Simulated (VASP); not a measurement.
Runs of VASP 6.6.1 on CdS. The structure is that of space group Pm-3m (No. 221), or close to it. The cells are those of the table. 

| task | cell | k mesh | cutoff (eV) | gap on the mesh (eV) | pressure (GPa) |
| --- | --- | --- | --- | --- | --- |
| single point | a = 3.385 Å, 2 atoms | 16 × 16 × 16 | 520 | none | 0.4 |
| single point | a = 3.395, b = 3.395, c = 3.359 Å, 2 atoms | 6 × 6 × 6 | 520 | none | (a) |
| relaxation of cell and atoms | relaxed from a = 3.361, b = 3.361, c = 3.447 Å, 2 atoms | 6 × 6 × 6 | 600 | none | -0.1 |
| single point | a = 3.361, b = 3.361, c = 3.447 Å, 2 atoms | 6 × 6 × 4 | 520 | none | 0.3 |

Alike in all rows: level r2SCAN; potentials or basis VASP PAW PBE potentials, release 64 (Cd, S); no spin polarisation; smearing gaussian 0.1 eV.

Task: Estimate the missing entries.

Result: (a) 0.6.

Caveats: some runs use coarse meshes; semilocal functionals underestimate gaps, so a narrow gap can read as zero; the PAW data sets were made with another functional, which shifts forces and pressure a little.

A k mesh can miss the band edges, and the runs leave out spin-orbit coupling on Cd.

A gap of «none» marks levels without a gap at the run's occupations.
